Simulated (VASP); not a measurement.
Here is a VASP 6.6.1 calculation.

File POSCAR:

```
Ag2O
1.0
    4.7562195589      0.0000000000      0.0000000000
    0.0000000000      4.7562195589      0.0000000000
    0.0000000000      0.0000000000      4.7562195589
Ag O
4 2
Direct
    0.2500000000      0.2500000000      0.2500000000
    0.2500000000      0.7500000000      0.7500000000
    0.7500000000      0.7500000000      0.2500000000
    0.7500000000      0.2500000000      0.7500000000
    0.0000000000      0.0000000000      0.0000000000
    0.5000000000      0.5000000000      0.5000000000
```

The input INCAR.step1:

```
PREC = Accurate
ENCUT = 660
ISMEAR = 0
SIGMA = 0.01
LREAL = False
LASPH = True
NELM = 120
NBANDS = 37
GGA = PE
ALGO = Normal
EDIFF = 1E-5
LWAVE = True
LCHARG = False
GGA_COMPAT = False
```

Contents of INCAR.step2:

```
PREC = Accurate
ENCUT = 660
EDIFF = 1E-6
ISMEAR = 0
SIGMA = 0.01
LREAL = False
LASPH = True
NELM = 120
ALGO = Normal
ISIF = 2
LWAVE = False
LCHARG = True
METAGGA = R2SCAN
LMIXTAU = True
LELF = True
LVHAR = True
NBANDS = 37
ISTART = 1
GGA_COMPAT = False
```

The input KPOINTS:

```
Automatic mesh
0
Gamma
  8 8 8
```

Potentials or basis: VASP PAW PBE potentials, release 64 (Ag, O).

Launch:

```console
$ cat potpaw_PBE.64/Ag/POTCAR potpaw_PBE.64/O/POTCAR > POTCAR
$ cp INCAR.step1 INCAR
$ mpirun -np 1 vasp_std > vasp.out
$ cp INCAR.step2 INCAR
$ mpirun -np 1 vasp_std > vasp.out
```

Question: What does it give for the band gap on the k mesh?

Answer: 0.24 eV.

Question: Estimate the pressure.

Answer: -0.2 GPa.

Caveat: semilocal functionals underestimate gaps, and a narrow one can read as zero; the PAW data sets were made with another functional, which shifts forces and pressure a little. A k mesh can miss the band edges.
